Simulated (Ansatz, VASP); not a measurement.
## Two plane-wave programs on KTaO3

Contents of INCAR:

```
PREC = Accurate ; ENCUT = 700
EDIFF = 1E-6 ; ISMEAR = 0
SIGMA = 0.05 ; LREAL = False
LASPH = True ; NELM = 120
ALGO = Normal ; ISIF = 2
LWAVE = False ; LCHARG = False
GGA = PS ; NBANDS = 28
GGA_COMPAT = False
```

KPOINTS

```
regular mesh
0
Gamma
  8 8 8
```

POSCAR

```
KTaO3
1.0
    3.9132357662      0.0000000000      0.0000000000
    0.0000000000      3.9132357662      0.0000000000
    0.0000000000      0.0000000000      3.9132357662
K Ta O
1 1 3
Direct
    0.5000000000      0.5000000000      0.5000000000
    0.0000000000      0.0000000000      0.0000000000
    0.5000000000      0.0000000000      0.0000000000
    0.0000000000      0.5000000000      0.0000000000
    0.0000000000      0.0000000000      0.5000000000
```

Input for Ansatz:

```yaml
crystal:
  lattice:
    - [3.9132357662, 0.0, 0.0]
    - [0.0, 3.9132357662, 0.0]
    - [0.0, 0.0, 3.9132357662]
  atoms:
    - { symbol: K, position: [0.5, 0.5, 0.5] }
    - { symbol: Ta, position: [0.0, 0.0, 0.0] }
    - { symbol: O, position: [0.5, 0.0, 0.0] }
    - { symbol: O, position: [0.0, 0.5, 0.0] }
    - { symbol: O, position: [0.0, 0.0, 0.5] }
basis:
  ecutwfc: 520.0
kpoints:
  mp_grid: { grid: [8, 8, 8] }
hamiltonian:
  xc: pbesol
  pseudopotentials: { kind: paw }
scf:
  occupations: { method: gaussian, width: 0.05 }
output:
  forces: true
  stress: true
  eigenvalues: true
  write_density: true
  write_potential: true
  elf: true
  volumetric_format: npy
```

Alike in both runs: task single point; functional PBEsol; k mesh 8 × 8 × 8; occupations gaussian, width 0.05 eV; no spin polarisation.

|  | VASP | Ansatz |
| --- | --- | --- |
| version | VASP 6.6.1 | Ansatz 0.2.0 |
| potentials or method | VASP PAW PBE potentials, release 64 (K_sv, Ta_sv_GW, O), cutoff 700 eV | scalar-relativistic, plane waves, PAW |
| valence electrons in the cell | 40 | 40 |

Ansatz gave:

```
gap on the k mesh at the Fermi level (eV) : 2.25
least direct gap on the mesh (eV)         : 2.82
pressure (GPa)                            : 12.5
```

Task: Estimate VASP's values.

Result: gap on the k mesh at the Fermi level (eV): 2.24; least direct gap on the mesh (eV): 2.82; pressure (GPa): 12.9.

VASP's potentials were made for PBE, not for PBEsol. The functional is the same, so the differences come from potentials, cutoffs and numerics.

Neither program's run includes spin-orbit coupling.
